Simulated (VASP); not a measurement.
# HfN (P6_3/mmc) in VASP: a series of runs

HfN is run at these levels: LDA; tasks: single point, relaxation of cell and atoms.

Program: VASP 6.6.1. These are calculated values, not measurements. Logs are shortened: lines on timing, memory, paths and dates and some standing lists are left out, and cuts for length are marked.

### Step 1. The cell of the first run

Symmetry: P6_3/mmc, No. 194, hexagonal system. Conventional cell: a = 3.103 Å, b = 3.103 Å, c = 5.352 Å, α = 90.00°, β = 90.00°, γ = 120.00°. Hf (site symmetry -6m2) has 6 N at 2.24 Å within 3.0 Å. N (site symmetry -3m) has 6 Hf at 2.24 Å and 2 N at 2.68 Å within 3.0 Å.

### Step 2. Single point, LDA

INCAR

```
PREC = Accurate
ENCUT = 520
EDIFF = 1E-6
ISMEAR = 0
SIGMA = 0.1
LREAL = F
LASPH = T
NELM = 60
ALGO = Normal
ISIF = 2
LWAVE = F
LCHARG = F
NBANDS = 23
```

KPOINTS

```
Automatic mesh
0
Gamma
  15 15 8
```

POSCAR

```
HfN
1.0
    3.1028870185      0.0000000000      0.0000000000
   -1.5514435093      2.6871789831      0.0000000000
    0.0000000000      0.0000000000      5.3517911137
Hf N
2 2
Direct
    0.6666666667      0.3333333333      0.7500000000
    0.3333333333      0.6666666667      0.2500000000
    0.0000000000      0.0000000000      0.0000000000
    0.0000000000      0.0000000000      0.5000000000
```

Potentials or basis: VASP PAW LDA potentials, release 64 (Hf_pv, N).

Started as:

```console
> cat potpaw_LDA.64/Hf_pv/POTCAR potpaw_LDA.64/N/POTCAR > POTCAR
> mpirun -np 1 vasp_std > vasp.out
```

OUTCAR:

```text
PREC = Accurate
   ENCUT = 520
   EDIFF = 1E-6
   ISMEAR = 0
   LREAL = F
   LASPH = T
   NELM = 60
   ISIF = 2

 ion  position               nearest neighbor table
   1  0.667  0.333  0.750-   3 2.24   4 2.24   3 2.24   4 2.24   3 2.24   4 2.24   2 3.22   2 3.22
                             2 3.22   2 3.22   2 3.22   2 3.22
   2  0.333  0.667  0.250-   3 2.24   4 2.24   3 2.24   4 2.24   3 2.24   4 2.24   1 3.22   1 3.22
                             1 3.22   1 3.22   1 3.22   1 3.22
   3  0.000  0.000  0.000-   1 2.24   2 2.24   1 2.24   2 2.24   1 2.24   2 2.24
   4  0.000  0.000  0.500-   1 2.24   2 2.24   1 2.24   2 2.24   1 2.24   2 2.24

  LATTYP: Found a hexagonal cell.
 ALAT       =     3.1028870185
 C/A-ratio  =     1.7247779509

  Lattice vectors:

 A1 = (   3.1028870185,   0.0000000000,   0.0000000000)
 A2 = (  -1.5514435093,   2.6871789831,   0.0000000000)
 A3 = (   0.0000000000,   0.0000000000,   5.3517911137)

Analysis of symmetry for initial positions (statically):
=====================================================================
 Subroutine PRICEL returns:
 Original cell was already a primitive cell.

 Routine SETGRP: Setting up the symmetry group for a
 hexagonal supercell.

 Subroutine GETGRP returns: Found 24 space group operations
 (whereof 12 operations were pure point group operations)
 out of a pool of 24 trial point group operations.

The static configuration has the point symmetry D_3d.
 The point group associated with its full space group is D_6h.

Analysis of symmetry for dynamics (positions and initial velocities):
=====================================================================
 Subroutine PRICEL returns:
 Original cell was already a primitive cell.

 Routine SETGRP: Setting up the symmetry group for a
 hexagonal supercell.

 Subroutine GETGRP returns: Found 24 space group operations
 (whereof 12 operations were pure point group operations)
 out of a pool of 24 trial point group operations.

The dynamic configuration has the point symmetry D_3d.
 The point group associated with its full space group is D_6h.

 Subroutine INISYM returns: Found 24 space group operations
 (whereof 12 operations are pure point group operations),
 and found     1 'primitive' translations

----------------------------------------------------------------------------------------

[... 94 lines left out ...]
   ENCUT  =  520.0 eV  38.22 Ry    6.18 a.u.   5.77  5.77  9.95*2*pi/ulx,y,z
   NELM   =     60;   NELMIN=  2; NELMDL= -5     # of ELM steps
   EDIFF  = 0.1E-05   stopping-criterion for ELM
   LREAL  =      F    real-space projection
   EDIFFG = 0.1E-04   stopping-criterion for IOM
   NSW    =      0    number of steps for IOM
   IBRION =     -1    ionic relax: 0-MD 1-quasi-New 2-CG
   NFREE  =      0    steps in history (QN), initial steepest desc. (CG)
   ISIF   =      2    stress and relaxation
   ISYM   =      2    0-nonsym 1-usesym 2-fastsym
   POTIM  = 0.5000    time-step for ionic-motion
   TEBEG  =    0.0;   TEEND  =   0.0 temperature during run
   PSTRESS=    0.0 pullay stress
   NELECT =      30.0000    total number of electrons
   NUPDOWN=      -1.0000    fix difference up-down
   EMIN   =  10.00;   EMAX   =-10.00  energy-range for DOS
   EFERMI =   0.00;   METHOD = LEGACY
   ISMEAR =     0;   SIGMA  =   0.10  broadening in eV -4-tet -1-fermi 0-gaus
   EFERMI_NEDOS =   21; number of points for ismear=-14 and -15
   IALGO  =     38    algorithm
   IMIX   =      4    mixing-type and parameters
     AMIX     =   0.40;   BMIX     =  1.00
     AMIX_MAG =   1.60;   BMIX_MAG =  1.00
  volume/ion in A,a.u.               =      11.16        75.28
  Fermi-wavevector in a.u.,A,eV,Ry     =   1.434150  2.710151 27.984289  2.056787
  Thomas-Fermi vector in A             =   2.553590
   LORBIT       =      0    0 simple, 1 ext, 2 COOP (PROOUT), +10 PAW based schemes
   GGA     = CA    functional components
   LHFCALC =     F    Hartree Fock is set to
   AEXX    =    0.0000 exact exchange contribution
   IVDW    =     0    specifies the selected vdW correction
   LEPSILON=     F    determine dielectric tensor
   LRPA    =     F    only Hartree local field effects (RPA)
 non-spin polarized calculation
 Gauss-broadening in eV      SIGMA  =   0.10
  energy-cutoff  :      520.00
  volume of cell :       44.62
 maximum number of plane-waves:      1214
 NGX is ok and might be reduce to    24
   NGX = 11   NGY = 11   NGZ = 19

 number of electron      30.0000003 magnetization

 Free energy of the ion-electron system (eV)
  ---------------------------------------------------
  ext. energy  EPLUGINS =         0.00000000
  ---------------------------------------------------
  free energy    TOTEN  =       -47.61076634 eV

  energy without entropy =      -47.60703086  energy(sigma->0) =      -47.60889860

 E-fermi :   8.0285     XC(G=0): -13.1557

 val. band max:        8.0084365772   @ k =   0.3333   0.2667   0.3750
 cond. band min:       8.0549232028   @ k =   0.3333   0.2000   0.5000
 fundamental gap:      0.0464866257
 Fermi energy:         8.0284625849

 k-point     1 :       0.0000    0.0000    0.0000
  band No.  band energies     occupation
      1     -23.4689      2.00000
      2     -22.4710      2.00000
      3     -22.3734      2.00000
      4     -22.3734      2.00000
      5     -22.3039      2.00000
      6     -22.3039      2.00000
[... 613 lines left out ...]
     22      15.0594      0.00000
     23      15.5255      0.00000

 [... further k-points ...]

------------------------ aborting loop because EDIFF is reached ----------------------------------------

  FORCE on cell =-STRESS in cart. coord.  units (eV):
  Direction    XX          YY          ZZ          XY          YZ          ZX
  --------------------------------------------------------------------------------------
  -------------------------------------------------------------------------------------
  Total       -0.3219935     -0.3219935     -0.3033562      0.0000000      0.0000000      0.0000000
  in kB      -11.5610168    -11.5610168    -10.8918539      0.0000000      0.0000000      0.0000000
  external PRESSURE =     -11.3379625 kB  Pullay stress =       0.0000000 kB

 VOLUME and BASIS-vectors are now :
 -----------------------------------------------------------------------------
  energy-cutoff  :      520.00
  volume of cell :       44.62
      direct lattice vectors                 reciprocal lattice vectors
     3.102887019  0.000000000  0.000000000     0.322280507  0.186068737  0.000000000
    -1.551443509  2.687178983  0.000000000     0.000000000  0.372137474  0.000000000
     0.000000000  0.000000000  5.351791114     0.000000000  0.000000000  0.186853332

 POSITION                                       TOTAL-FORCE (eV/Angst)
 -----------------------------------------------------------------------------------
      1.55144      0.89573      4.01384        -0.000000      0.000000      0.000000
     -0.00000      1.79145      1.33795         0.000000     -0.000000      0.000000
      0.00000      0.00000      0.00000         0.000000      0.000000      0.000000
      0.00000      0.00000      2.67590         0.000000      0.000000      0.000000
 -----------------------------------------------------------------------------------
    total drift:                               -0.000000      0.000000     -0.000000

  FREE ENERGIE OF THE ION-ELECTRON SYSTEM (eV)
  ---------------------------------------------------
  free  energy   TOTEN  =       -47.6107663433 eV

  energy  without entropy=      -47.6070308638  energy(sigma->0) =      -47.60889860
```

It took 74 s on 1 thread of Intel Xeon Platinum 8259CL at 2.50GHz (Skylake/Cascade Lake), shared host; peak memory 0.23 GiB.

What came out:

```
Free energy            : -47.6108 eV
Pressure               : -1.1 GPa
Band gap on the k mesh : zero (band 15 reaches 9.99 eV, above the bottom of band 16 at 7.59 eV)
```

Levels at points of the mesh, in eV from the Fermi level:
| k point | band 12 | band 13 | band 14 | band 15 | band 16 | band 17 | band 18 | band 19 |
| --- | --- | --- | --- | --- | --- | --- | --- | --- |
| (0.00, 0.00, 0.00) | -3.63 | -3.63 | -1.64 | -0.64 | 0.72 | 0.72 | 1.43 | 1.86 |
| (0.00, 0.00, 0.50) | -4.46 | -4.46 | -4.46 | 1.96 | 1.96 | 3.00 | 3.00 | 3.00 |

Caveat: spin-orbit coupling is left out, which moves the levels of the heavy elements.

(Part 1 of 3 ends here.)
